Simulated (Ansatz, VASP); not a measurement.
## One calculation of LiH, two programs

```xyz
2
Lattice="0.0000 2.0325 2.0325 2.0325 0.0000 2.0325 2.0325 2.0325 0.0000" Properties=species:S:1:pos:R:3 pbc="T T T"
Li    0.0000    0.0000    0.0000
H     2.0325    2.0325    2.0325
```

Alike in both runs: task single point; functional LDA; k mesh 11 × 11 × 11; occupations fermi-dirac, width 0.03 eV; no spin polarisation.

```csv
,VASP,Ansatz
version,VASP 6.6.1,Ansatz 0.2.0
potentials or method,"VASP PAW LDA potentials, release 64 (Li_sv, H), cutoff 520 eV","all-electron LAPW, scalar-relativistic"
```

Ansatz gave:

```
gap on the k mesh at the Fermi level (eV) : 2.85
```

Question: Estimate VASP's values.

Answer: gap on the k mesh at the Fermi level (eV): 2.84.

LDA's correlation is that of Perdew and Zunger in VASP and of Perdew and Wang (1992) in Ansatz. Ansatz ran all-electron here, and VASP with PAW potentials.

Noted on VASP's run: the cutoff is short for stress, so the pressure is rough.
